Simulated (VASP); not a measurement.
Set up this calculation in VASP 6.6.1, as the native input.

```
Task                   : single point
Functional             : PBE
Dispersion             : D3(BJ)
Potentials or basis    : VASP PAW PBE potentials, release 64 (In_d, O)
Cutoff                 : 520 eV
k mesh                 : 12 × 12 × 2
Occupations            : gaussian, width 0.05 eV
Spin                   : no spin polarisation
Dipole correction      : no
Further INCAR settings : ALGO = Normal; EDIFF = 1e-06; NBANDS = 27
```

The structure of InO lies in POSCAR:

```
InO
1.0
    3.4297831903      0.0000000000      0.0000000000
   -1.7148915952      2.9702793723      0.0000000000
    0.0000000000      0.0000000000     15.8520222305
In O
2 2
Direct
    0.6666666667      0.3333333333      0.5895266171
    0.6666666667      0.3333333333      0.4104733829
    0.0000000000      0.0000000000      0.6398766426
    0.0000000000      0.0000000000      0.3601233574
```

One way to write it, as run:

INCAR

```
SYSTEM = InO
ALGO = Normal
EDIFF = 1E-6
ENCUT = 520
GGA = PE
ISIF = 2
ISMEAR = 0
IVDW = 12
LASPH = .TRUE.
LCHARG = .FALSE.
LREAL = .FALSE.
LWAVE = .FALSE.
NBANDS = 27
NELM = 60
PREC = Accurate
SIGMA = 0.05
```

KPOINTS

```
k-points
0
G
  12 12 2
  0 0 0
```

Potentials or basis: VASP PAW PBE potentials, release 64 (In_d, O).

The run is started by

```bash
$ cat potpaw_PBE.64/In_d/POTCAR potpaw_PBE.64/O/POTCAR > POTCAR
$ mpirun -np 1 vasp_std > vasp.out
```

It gave:

```json
{"Largest force": "0.035 eV/Å", "Band gap on the k mesh": "0.43 eV, indirect (least direct gap 1.16 eV)", "Dispersion energy per atom": "-0.144 eV"}
```

Caveat: spin-orbit coupling is left out, which moves the levels of the heavy elements.

Wall time 2.3 min on 1 thread of AMD EPYC 9R45 96-Core Processor (Zen 5), on a shared host, peak memory 0.35 GiB.
